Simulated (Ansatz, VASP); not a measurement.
**One calculation of Sn2GeO3, two programs**

INCAR

```
PREC = Accurate
ENCUT = 520
EDIFF = 1E-6
ISMEAR = 0
SIGMA = 0.1
LREAL = False
LASPH = True
NELM = 100
ALGO = Normal
ISIF = 2
LWAVE = False
LCHARG = False
GGA = PE
NBANDS = 72
```

File KPOINTS:

```
Automatic mesh
0
Gamma
  4 4 2
```

The input POSCAR:

```
Sn2GeO3
1.0
    3.7917069000      0.0000000000      0.0000000000
    0.0000000000      3.7917069000      0.0000000000
    0.0000000000      0.0000000000     14.7027087000
Sn Ge O
4 2 6
Direct
    0.0000000000      0.5000000000      0.0808040000
    0.0000000000      0.5000000000      0.4077410000
    0.5000000000      0.0000000000      0.9191960000
    0.5000000000      0.0000000000      0.5922590000
    0.0000000000      0.5000000000      0.7395080000
    0.5000000000      0.0000000000      0.2604920000
    0.0000000000      0.0000000000      0.6728030000
    0.0000000000      0.0000000000      0.0000000000
    0.0000000000      0.0000000000      0.3271970000
    0.5000000000      0.5000000000      0.6728030000
    0.5000000000      0.5000000000      0.0000000000
    0.5000000000      0.5000000000      0.3271970000
```

Input for Ansatz:

```yaml
crystal:
  lattice:
    - [3.7917069, 0.0, 0.0]
    - [0.0, 3.7917069, 0.0]
    - [0.0, 0.0, 14.7027087]
  atoms:
    - { symbol: Sn, position: [0.0, 0.5, 0.080804] }
    - { symbol: Sn, position: [0.0, 0.5, 0.407741] }
    - { symbol: Sn, position: [0.5, 0.0, 0.919196] }
    - { symbol: Sn, position: [0.5, 0.0, 0.592259] }
    - { symbol: Ge, position: [0.0, 0.5, 0.739508] }
    - { symbol: Ge, position: [0.5, 0.0, 0.260492] }
    - { symbol: O, position: [0.0, 0.0, 0.672803] }
    - { symbol: O, position: [0.0, 0.0, 0.0] }
    - { symbol: O, position: [0.0, 0.0, 0.327197] }
    - { symbol: O, position: [0.5, 0.5, 0.672803] }
    - { symbol: O, position: [0.5, 0.5, 0.0] }
    - { symbol: O, position: [0.5, 0.5, 0.327197] }
basis:
  ecutwfc: 420
kpoints:
  mp_grid: { grid: [4, 4, 2] }
hamiltonian:
  xc: pbe
scf:
  occupations: { method: gaussian, width: 0.1 }
  lower_state_search: "off"
output:
  forces: true
  stress: true
  eigenvalues: true
```

Alike in both runs: task single point; functional PBE; k mesh 4 × 4 × 2; occupations gaussian, width 0.1 eV; no spin polarisation.

```csv
,VASP,Ansatz
version,VASP 6.6.1,Ansatz 0.2.0
potentials or method,"VASP PAW PBE potentials, release 64 (Sn_d, Ge_d, O), cutoff 520 eV","scalar-relativistic, plane waves, PAW"
valence electrons in the cell,120,120
```

|  | VASP | Ansatz | Ansatz less VASP |
| --- | --- | --- | --- |
| gap on the k mesh at the Fermi level (eV) | 0.92 | 0.91 | -0.010 |
| least direct gap on the mesh (eV) | 1.50 | 1.53 | +0.032 |
| pressure (GPa) | 0.3 | 0.1 | -0.20 |
| rms of the force components (eV/Å) | 0.030 | 0.006 | -0.0244 |

Atom by atom the forces differ by 0.031 eV/Å (rms over components).
